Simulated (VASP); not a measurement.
Write the native input for VASP 6.6.1 that does the following.

| Item | Value |
| --- | --- |
| Task | single point |
| Functional | PBE |
| Potentials or basis | VASP PAW PBE potentials, release 64 (F) |
| Cutoff | 520 eV |
| k mesh | 17 × 17 × 17 |
| Occupations | fermi-dirac, width 0.1 eV |
| Spin | no spin polarisation |
| Dipole correction | no |
| Further INCAR settings | ALGO = Normal; EDIFF = 1e-07; NBANDS = 10 |

The structure of F lies in POSCAR:

```
F
1.0
    0.0000000000      1.7260467297      1.7260467297
    1.7260467297      0.0000000000      1.7260467297
    1.7260467297      1.7260467297      0.0000000000
F
1
Direct
    0.0000000000      0.0000000000      0.0000000000
```

One way to write it, as run:

INCAR

```
SYSTEM = F
  PREC = Accurate
  ENCUT = 520
  EDIFF = 1E-7
  ISMEAR = -1
  SIGMA = 0.1
  LREAL = .FALSE.
  LASPH = .TRUE.
  NELM = 60
  ALGO = Normal
  ISIF = 2
  LWAVE = .FALSE.
  LCHARG = .FALSE.
  GGA = PE
  NBANDS = 10
```

KPOINTS

```
Automatic mesh
0
G
  17 17 17
  0 0 0
```

Potentials or basis: VASP PAW PBE potentials, release 64 (F).

Launch:

```bash
$ cat potpaw_PBE.64/F/POTCAR > POTCAR
$ mpirun -np 1 vasp_std > vasp.out
```

Results of the run:

```json
{"Pressure": "-0.6 GPa"}
```

Caveat: an odd number of electrons without spin polarisation forces a metal; a magnetic or distorted state may lie lower.

It took 8.9 s on 1 thread of Intel Xeon 6975P-C (shared host), peak memory 0.12 GiB.
